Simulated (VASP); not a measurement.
The system is NaH.

```
Na H
1.0
     0.00000    2.39638    2.39638
     2.39638    0.00000    2.39638
     2.39638    2.39638    0.00000
Na H
1 1
Cartesian
  0.0000 0.0000 0.0000
  2.3964 2.3964 2.3964
```

Base run:

- Program: VASP 6.6.1
- Functional: PBEsol
- Potentials or basis: VASP PAW PBE potentials, release 64 (Na_pv, H)
- Cutoff: 500 eV
- k mesh: 9 × 9 × 9
- Occupations: fermi-dirac, width 0.05 eV
- Spin: no spin polarisation

Its results: band gap on the k mesh 3.92 eV (least direct gap 4.66 eV); pressure -0.1 GPa.

Problem. The run is repeated on the same cell with these changes: functional from PBEsol to HSE06; cutoff from 500 eV to 400 eV. What comes out?

Solution. Band gap on the k mesh 5.17 eV (least direct gap 5.96 eV); pressure -0.3 GPa.

Caveats: the PAW data sets were made with another functional, which shifts forces and pressure a little; an odd mesh through Γ misses points on the zone boundary, where band edges can lie.
